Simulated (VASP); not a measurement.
Runs of VASP 6.6.1 on Sc4AlAs. The structure is that of space group F-43m (No. 216), or close to it. The cells are those of the table. 

```tsv
task	cell	k mesh	cutoff (eV)	gap on the mesh (eV)	pressure (GPa)	relaxed volume (Å³/atom)	largest force (eV/Å)
relaxation of cell and atoms	relaxed from a = 5.707 Å, angles 60.0°, 6 atoms	8 × 8 × 8	600	none	0.0	22.20	-
relaxation of cell and atoms	relaxed from a = 5.409 Å, angles 60.0°, 6 atoms	4 × 4 × 4	600	none	-0.1	(a)	-
single point	a = 5.730 Å, angles 60.0°, 6 atoms	8 × 8 × 8	520	none	0.0	-	-
single point	a = 5.707 Å, angles 60.0°, 6 atoms	4 × 4 × 4	520	none	0.3	-	0.02
single point	a = 5.409 Å, angles 60.0°, 6 atoms	4 × 4 × 4	520	none	11.3	-	(b)
```

Alike in all rows: level PBE; potentials or basis VASP PAW PBE potentials, release 64 (Sc_sv, Al, As); no spin polarisation; smearing gaussian 0.1 eV.

Problem. Estimate the missing entries.

Solution. (a) 22.12; (b) 0.78.

Caveats: the volume moved by over 15 % at a fixed basis, so the end points are rough (some runs).

A k mesh can miss the band edges, and the runs leave out spin-orbit coupling on As.

A gap of «none» marks levels without a gap at the run's occupations.
